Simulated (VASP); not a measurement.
# CuSi16 (a cell with a defect) in VASP: single point with LDA

Aim: the single point of CuSi16 (a cell with a defect) with LDA.

All numbers are computed with VASP 6.6.1; they aren't measurements. Logs are shortened: lines on timing, memory, paths and dates and some standing lists are left out, and cuts for length are marked.

## 1. The cell of the first run

The cell holds a defect, 17 atoms: a = 7.679 Å, b = 7.679 Å, c = 7.679 Å, α = 60.00°, β = 60.00°, γ = 60.00°.

## 2. Single point, LDA

INCAR

```
SYSTEM = CuSi16
PREC     = Accurate       ! precision mode
ENCUT    = 520            ! plane-wave cutoff, eV
EDIFF    = 1E-6           ! SCF threshold, eV
ISMEAR   = -1             ! smearing method
SIGMA    = 0.02           ! smearing width, eV
LREAL    = Auto         
LASPH    = .TRUE.         ! aspherical terms in the spheres
NELM     = 60             ! most SCF steps
ALGO     = Normal         ! electronic algorithm
ISIF     = 2              ! what is computed and relaxed
LWAVE    = .FALSE.        ! write WAVECAR
LCHARG   = .FALSE.        ! write CHGCAR
GGA      = CA             ! functional
NBANDS   = 52             ! bands
NELECT   = 74.0
```

KPOINTS

```
regular mesh
0
G
  2 2 2
  0 0 0
```

POSCAR

```
CuSi16
1.0
    0.0000000000      5.4300000000      5.4300000000
    5.4300000000      0.0000000000      5.4300000000
    5.4300000000      5.4300000000      0.0000000000
Si Cu
16 1
Direct
   -0.0193666794      0.0395160993     -0.0125713236
    0.1297602624      0.1190119282      0.1283502556
    0.0066919564     -0.0156248056      0.5040773916
    0.1330454129      0.1204379331      0.6176284628
    0.0022121833      0.5083824852     -0.0020009379
    0.1112802152      0.6666626324      0.1110763512
    0.0038926426      0.5085118100      0.4900246274
    0.1400729623      0.6094144881      0.6255943694
    0.5041530698     -0.0136738246      0.0017277704
    0.6106407728      0.1214182415      0.1351772554
    0.5066232711     -0.0170180167      0.5091598953
    0.6335700509      0.1099737915      0.6283914222
    0.4883578516      0.5083421409      0.0038302346
    0.6300841057      0.6115564916      0.1319145235
    0.5114755288      0.4837239692      0.5037925565
    0.6317364010      0.6083594013      0.6310615370
    0.2219895928      0.3000055346      0.2342466086
```

Potentials or basis: VASP PAW LDA potentials, release 64 (Si, Cu).

The run is started by

```bash
$ cat potpaw_LDA.64/Si/POTCAR potpaw_LDA.64/Cu/POTCAR > POTCAR
$ mpirun -np 1 vasp_std > vasp.out
```

OUTCAR:

```text
SYSTEM = CuSi16
   PREC = Accurate
   ENCUT = 520
   EDIFF = 1E-6
   ISMEAR = -1
   LREAL = Auto
   LASPH = .TRUE.
   NELM = 60
   ISIF = 2
   GGA = CA
   NELECT = 74.0

 ion  position               nearest neighbor table
   1  0.981  0.040  0.987-   2 2.34  10 2.34   4 2.34   6 2.34
   2  0.130  0.119  0.128-   1 2.34   9 2.35   3 2.36  17 2.41   5 2.44
   3  0.007  0.984  0.504-  12 2.34   8 2.35   2 2.36   4 2.36  17 2.91
   4  0.133  0.120  0.618-   1 2.34  11 2.35   3 2.36  17 2.43   7 2.43
   5  0.002  0.508  0.998-  14 2.34   8 2.34   6 2.39   2 2.44  17 2.48
   6  0.111  0.667  0.111-  17 2.30   1 2.34  13 2.37   7 2.39   5 2.39
   7  0.004  0.509  0.490-  16 2.34   8 2.34   6 2.39   4 2.43  17 2.53
   8  0.140  0.609  0.626-  15 2.33   5 2.34   7 2.34   3 2.35
   9  0.504  0.986  0.002-  12 2.34   2 2.35  14 2.35  10 2.35
  10  0.611  0.121  0.135-   1 2.34  11 2.35   9 2.35  13 2.43  17 2.46
  11  0.507  0.983  0.509-  12 2.34   4 2.35  16 2.35  10 2.35
  12  0.634  0.110  0.628-   3 2.34  11 2.34   9 2.34  15 2.34
  13  0.488  0.508  0.004-  16 2.34  14 2.34   6 2.37  10 2.43  17 2.59
  14  0.630  0.612  0.132-  15 2.33   5 2.34  13 2.34   9 2.35
  15  0.511  0.484  0.504-   8 2.33  14 2.33  16 2.33  12 2.34
  16  0.632  0.608  0.631-  15 2.33   7 2.34  13 2.34  11 2.35
  17  0.222  0.300  0.234-   6 2.30   2 2.41   4 2.43  10 2.46   5 2.48   7 2.53  13 2.59   3 2.91

  LATTYP: Found a face centered cubic cell.
 ALAT       =    10.8600000000

  Lattice vectors:

 A1 = (   0.0000000000,   5.4300000000,   5.4300000000)
 A2 = (   5.4300000000,   0.0000000000,   5.4300000000)
 A3 = (   5.4300000000,   5.4300000000,   0.0000000000)

Analysis of symmetry for initial positions (statically):
=====================================================================
 Subroutine PRICEL returns:
 Original cell was already a primitive cell.

 Routine SETGRP: Setting up the symmetry group for a
 face centered cubic supercell.

 Subroutine GETGRP returns: Found  1 space group operations
 (whereof  1 operations were pure point group operations)
 out of a pool of 48 trial point group operations.

The static configuration has the point symmetry C_1 .

Analysis of symmetry for dynamics (positions and initial velocities):
=====================================================================
 Subroutine PRICEL returns:
 Original cell was already a primitive cell.

 Routine SETGRP: Setting up the symmetry group for a
 face centered cubic supercell.

 Subroutine GETGRP returns: Found  1 space group operations
 (whereof  1 operations were pure point group operations)
 out of a pool of 48 trial point group operations.

The dynamic configuration has the point symmetry C_1 .

 Subroutine INISYM returns: Found  1 space group operations
 (whereof  1 operations are pure point group operations),
 and found     1 'primitive' translations

----------------------------------------------------------------------------------------

                                     Primitive cell

  volume of cell :     320.2060

  direct lattice vectors                    reciprocal lattice vectors
     0.000000000  5.430000000  5.430000000    -0.092081031  0.092081031  0.092081031
     5.430000000  0.000000000  5.430000000     0.092081031 -0.092081031  0.092081031
     5.430000000  5.430000000  0.000000000     0.092081031  0.092081031 -0.092081031

  length of vectors
     7.679179644  7.679179644  7.679179644     0.159489025  0.159489025  0.159489025

  position of ions in fractional coordinates (direct lattice)
     0.980633321  0.039516099  0.987428676
     0.129760262  0.119011928  0.128350256
     0.006691956  0.984375194  0.504077392
     0.133045413  0.120437933  0.617628463
     0.002212183  0.508382485  0.997999062
     0.111280215  0.666662632  0.111076351
[... 9 lines left out ...]
     0.631736401  0.608359401  0.631061537
     0.221989593  0.300005535  0.234246609

  ion indices of the primitive-cell ions
   primitive index   ion index
                 1           1
                 2           2
                 3           3
                 4           4
                 5           5
                 6           6
[... 9 lines left out ...]
                16          16
                17          17

----------------------------------------------------------------------------------------

 KPOINTS: regular mesh

Automatic generation of k-mesh.
 Grid dimensions read from file:
 generate k-points for:    2    2    2

 Generating k-lattice:

  Cartesian coordinates                     Fractional coordinates (reciprocal lattice)
    -0.046040516  0.046040516  0.046040516     0.500000000  0.000000000  0.000000000
     0.046040516 -0.046040516  0.046040516     0.000000000  0.500000000  0.000000000
     0.046040516  0.046040516 -0.046040516     0.000000000  0.000000000  0.500000000

  Length of vectors
     0.079744512  0.079744512  0.079744512

  Shift w.r.t. Gamma in fractional coordinates (k-lattice)
     0.000000000  0.000000000  0.000000000

 Subroutine IBZKPT returns following result:
 ===========================================

 Found      8 irreducible k-points:

 Following reciprocal coordinates:
            Coordinates               Weight
  0.000000  0.000000  0.000000      1.000000
  0.500000  0.000000  0.000000      1.000000
  0.000000  0.500000  0.000000      1.000000
  0.000000  0.000000  0.500000      1.000000
  0.500000  0.500000  0.500000      1.000000
  0.500000  0.500000  0.000000      1.000000
  0.000000  0.500000  0.500000      1.000000
  0.500000  0.000000  0.500000      1.000000
   k-points           NKPTS =      8   k-points in BZ     NKDIM =      8   number of bands    NBANDS=     52
   number of dos      NEDOS =    301   number of ions     NIONS =     17
   total plane-waves  NPLWV = 216000
   dimension x,y,z NGX =    60 NGY =   60 NGZ =   60
   dimension x,y,z NGXF=   120 NGYF=  120 NGZF=  120
   ions per type =              16   1
   NGX,Y,Z   is equivalent  to a cutoff of  12.99, 12.99, 12.99 a.u.
   NGXF,Y,Z  is equivalent  to a cutoff of  25.98, 25.98, 25.98 a.u.
 SYSTEM =  CuSi16
   PREC   = accura    normal or accurate (medium, high low for compatibility)
   ISTART =      0    job   : 0-new  1-cont  2-samecut
   ICHARG =      2    charge: 1-file 2-atom 10-const
   ISPIN  =      1    spin polarized calculation?
   LNONCOLLINEAR =      F non collinear calculations
   LSORBIT =      F    spin-orbit coupling
   LASPH  =      T    aspherical Exc in radial PAW
   ENCUT  =  520.0 eV  38.22 Ry    6.18 a.u.  14.28 14.28 14.28*2*pi/ulx,y,z
   NELM   =     60;   NELMIN=  2; NELMDL= -5     # of ELM steps
   EDIFF  = 0.1E-05   stopping-criterion for ELM
   LREAL  =      T    real-space projection
   EDIFFG = 0.1E-04   stopping-criterion for IOM
   NSW    =      0    number of steps for IOM
   IBRION =     -1    ionic relax: 0-MD 1-quasi-New 2-CG
   NFREE  =      0    steps in history (QN), initial steepest desc. (CG)
   ISIF   =      2    stress and relaxation
   ISYM   =      2    0-nonsym 1-usesym 2-fastsym
   POTIM  = 0.5000    time-step for ionic-motion
   TEBEG  =    0.0;   TEEND  =   0.0 temperature during run
   PSTRESS=    0.0 pullay stress
   NELECT =      74.0000    total number of electrons
   NUPDOWN=      -1.0000    fix difference up-down
   EMIN   =  10.00;   EMAX   =-10.00  energy-range for DOS
   EFERMI =   0.00;   METHOD = LEGACY
   ISMEAR =    -1;   SIGMA  =   0.02  broadening in eV -4-tet -1-fermi 0-gaus
   EFERMI_NEDOS =   21; number of points for ismear=-14 and -15
   IALGO  =     38    algorithm
   IMIX   =      4    mixing-type and parameters
     AMIX     =   0.40;   BMIX     =  1.00
     AMIX_MAG =   1.60;   BMIX_MAG =  1.00
  volume/ion in A,a.u.               =      18.84       127.11
  Fermi-wavevector in a.u.,A,eV,Ry     =   1.004636  1.898488 13.732283  1.009294
  Thomas-Fermi vector in A             =   2.137265
   LORBIT       =      0    0 simple, 1 ext, 2 COOP (PROOUT), +10 PAW based schemes
   GGA     = CA    functional components
   LHFCALC =     F    Hartree Fock is set to
   AEXX    =    0.0000 exact exchange contribution
   IVDW    =     0    specifies the selected vdW correction
   LEPSILON=     F    determine dielectric tensor
   LRPA    =     F    only Hartree local field effects (RPA)
 non-spin polarized calculation
  energy-cutoff  :      520.00
  volume of cell :      320.21
 maximum number of plane-waves:      8646
 NGX is ok and might be reduce to    60
   NGX = 29   NGY = 29   NGZ = 29

 number of electron      74.0000001 magnetization

 Free energy of the ion-electron system (eV)
  ---------------------------------------------------
  ext. energy  EPLUGINS =         0.00000000
  ---------------------------------------------------
  free energy    TOTEN  =      -103.86270394 eV

  energy without entropy =     -103.86268829  energy(sigma->0) =     -103.86269611

 E-fermi :   6.3338     XC(G=0):  -9.8165

 val. band max:        6.1565730960   @ k =   0.0000   0.0000   0.0000
 cond. band min:       6.5089275764   @ k =   0.0000   0.0000   0.0000
 fundamental gap:      0.3523544804
 Fermi energy:         6.3338034042

 k-point     1 :       0.0000    0.0000    0.0000
  band No.  band energies     occupation
      1      -5.9602      2.00000
      2      -3.6281      2.00000
      3      -3.5385      2.00000
      4      -3.5313      2.00000
      5      -3.5173      2.00000
      6      -2.1049      2.00000
[... 41 lines left out ...]
     48       8.3167      0.00000
     49       8.6386      0.00000

 k-point     2 :       0.5000    0.0000    0.0000
  band No.  band energies     occupation
      1      -5.3096      2.00000
      2      -4.9758      2.00000
      3      -3.3790      2.00000
      4      -3.3072      2.00000
      5      -3.2346      2.00000
      6      -3.0809      2.00000
[... 304 lines left out ...]
 k-point     8 :       0.5000    0.0000    0.5000
  band No.  band energies     occupation
      1      -5.0210      2.00000
      2      -4.7664      2.00000
      3      -3.9366      2.00000
      4      -3.8451      2.00000
      5      -3.8001      2.00000
      6      -3.7756      2.00000
[... 41 lines left out ...]
     48      10.3467      0.00000
     49      10.3659      0.00000
 [bands above 49 left out]

------------------------ aborting loop because EDIFF is reached ----------------------------------------

  FORCE on cell =-STRESS in cart. coord.  units (eV):
  Direction    XX          YY          ZZ          XY          YZ          ZX
  --------------------------------------------------------------------------------------
  -------------------------------------------------------------------------------------
  Total       -9.9938057     -9.7423772    -10.1854847     -0.3933680     -0.3576174      0.4696676
  in kB      -50.0048349    -48.7467917    -50.9639171     -1.9682491     -1.7893683      2.3500206
  external PRESSURE =     -49.9051812 kB  Pullay stress =       0.0000000 kB

 VOLUME and BASIS-vectors are now :
 -----------------------------------------------------------------------------
  energy-cutoff  :      520.00
  volume of cell :      320.21
      direct lattice vectors                 reciprocal lattice vectors
     0.000000000  5.430000000  5.430000000    -0.092081031  0.092081031  0.092081031
     5.430000000  0.000000000  5.430000000     0.092081031 -0.092081031  0.092081031
     5.430000000  5.430000000  0.000000000     0.092081031  0.092081031 -0.092081031

 POSITION                                       TOTAL-FORCE (eV/Angst)
 -----------------------------------------------------------------------------------
      5.57631     10.68658      5.53941        -0.011302      0.028841      0.009601
      1.34318      1.40154      1.35083         0.004105     -0.015530     -0.009517
      8.08230      2.77348      5.38149        -0.009055      0.004377      0.007930
      4.00770      4.07616      1.37641         0.009784     -0.025945     -0.035784
      8.17965      5.43115      2.77253        -0.020767     -0.032298      0.009240
      4.22312      1.20740      4.22423         0.043823     -0.047377      0.031183
[... 9 lines left out ...]
      6.73006      6.85699      6.73372         0.016605     -0.039262     -0.012618
      2.90099      2.47736      2.83443        -0.017567      0.073993     -0.036931
 -----------------------------------------------------------------------------------
    total drift:                               -0.000169     -0.008024      0.003283

  FREE ENERGIE OF THE ION-ELECTRON SYSTEM (eV)
  ---------------------------------------------------
  free  energy   TOTEN  =      -103.8627039368 eV

  energy  without entropy=     -103.8626882860  energy(sigma->0) =     -103.86269611
```

Wall time 9.8 min (1 thread of Intel Xeon 8259CL, shared host); peak memory 0.4 GiB.

Results:

| Quantity | Value |
| --- | --- |
| Free energy | -103.8627 eV |
| Largest force | 0.085 eV/Å |

Forces in eV/Å, atoms in the order of the input:
```
Si  -0.011  0.029  0.010
Si   0.004 -0.016 -0.010
Si  -0.009  0.004  0.008
Si   0.010 -0.026 -0.036
Si  -0.021 -0.032  0.009
Si   0.044 -0.047  0.031
Si   0.008  0.034 -0.008
Si   0.029 -0.036 -0.018
Si  -0.029  0.026  0.019
Si  -0.009 -0.030  0.010
Si   0.004  0.025  0.048
Si   0.029  0.002 -0.008
Si  -0.051  0.036  0.033
Si   0.011 -0.025 -0.031
Si  -0.009  0.020 -0.008
Si   0.017 -0.039 -0.013
Cu  -0.018  0.074 -0.037
```

Caveat: the k points lie up to 0.50 Å⁻¹ apart; the cell carries a net charge on a neutralising background, which shifts energy and pressure; the cell is charged against a uniform background, so pressure and absolute levels hang on convention.
